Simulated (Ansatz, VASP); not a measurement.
**Sb: VASP beside Ansatz**

```
Sb
1.0
     3.13334    0.00000    0.00000
     0.00000    3.13334    0.00000
     0.00000    0.00000   31.36000
Sb
2
Direct
  0.00000 0.00000 0.24201
  0.00000 0.00000 0.33197
```

Alike in both runs: task single point; functional PBEsol; k mesh 9 × 9 × 1; occupations fermi-dirac, width 0.05 eV; no spin polarisation.

```csv
,VASP,Ansatz
version,VASP 6.6.1,Ansatz 0.2.0
potentials or method,"VASP PAW PBE potentials, release 64 (Sb), cutoff 520 eV","all-electron LAPW, scalar-relativistic"
```

```csv
,VASP,Ansatz,Ansatz less VASP
gap on the k mesh at the Fermi level (eV),none,none,-
rms of the force components (eV/Å),0.091,0.115,+0.0240
```

VASP's potentials were made for PBE, not for PBEsol. Atom by atom the forces differ by 0.024 eV/Å (rms over components). A gap of «none» marks a metal or a gap that the smearing closes. Ansatz ran all-electron here, and VASP with PAW potentials.

Spin-orbit coupling is off throughout.
